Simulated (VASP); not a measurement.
## ZrC: single point with PBE

Crystal: ZrC.

```
Zr C
1.0
     0.00000    2.35021    2.35021
     2.35021    0.00000    2.35021
     2.35021    2.35021    0.00000
Zr C
1 1
Direct
  0.44359 0.50000 0.50000
  0.00000 0.00000 0.00000
```

This cell differs from its parent crystal: all Zr atoms moved +0.188 Å, as atom 1 towards its neighbour atom 1 (Zr) at 3.324 Å.

```yaml
Program: VASP 6.6.1
Task: single point
Functional: PBE
Potentials_or_basis: VASP PAW PBE potentials, release 64 (Zr_sv, C)
Cutoff: 520 eV
k_mesh: 18 × 18 × 18
Occupations: gaussian, width 0.15 eV
Spin: no spin polarisation
```

| Item | Value |
| --- | --- |
| Pressure | 4.2 GPa |
| Largest force | 1.239 eV/Å |
| Band gap on the k mesh | zero (bands 8 and 9 overlap by 0.27 eV) |

Forces on the atoms (eV/Å):
```
Zr   0.000  0.876  0.876
C    0.000 -0.876 -0.876
```

Stress tensor (GPa, compression positive):
```
 0.82  0.00  0.00
 0.00  5.82 -1.58
 0.00 -1.58  5.82
```

Levels at points of the mesh, in eV from the Fermi level:
| k point | band 5 | band 6 | band 7 | band 8 | band 9 | band 10 | band 11 | band 12 |
| --- | --- | --- | --- | --- | --- | --- | --- | --- |
| (0.00, 0.00, 0.00) | -11.39 | -0.23 | -0.14 | 0.22 | 0.95 | 1.81 | 2.04 | 3.10 |
| (0.50, 0.00, 0.00) | -8.41 | -5.36 | -3.09 | -3.04 | 4.32 | 4.39 | 5.15 | 6.47 |
| (0.00, 0.50, 0.00) | -8.36 | -5.39 | -2.99 | -2.88 | 4.26 | 4.31 | 5.17 | 6.06 |
| (0.50, 0.50, 0.00) | -10.21 | -2.19 | -2.12 | -0.10 | 0.30 | 4.45 | 5.52 | 5.52 |
| (0.00, 0.50, 0.50) | -10.21 | -2.41 | -2.19 | -0.21 | 0.64 | 4.56 | 5.52 | 5.52 |

It took 12 min on 1 thread of Intel Xeon 8259CL, on a shared host, peak memory 0.45 GiB.

Caveat: the cell differs from its parent crystal (all Zr atoms moved +0.188 Å, as atom 1 towards its neighbour atom 1 (Zr) at 3.324 Å); the cell stands under pressure; forces of over 1 eV/Å act on the atoms, so gaps and moduli don't describe the material at rest.
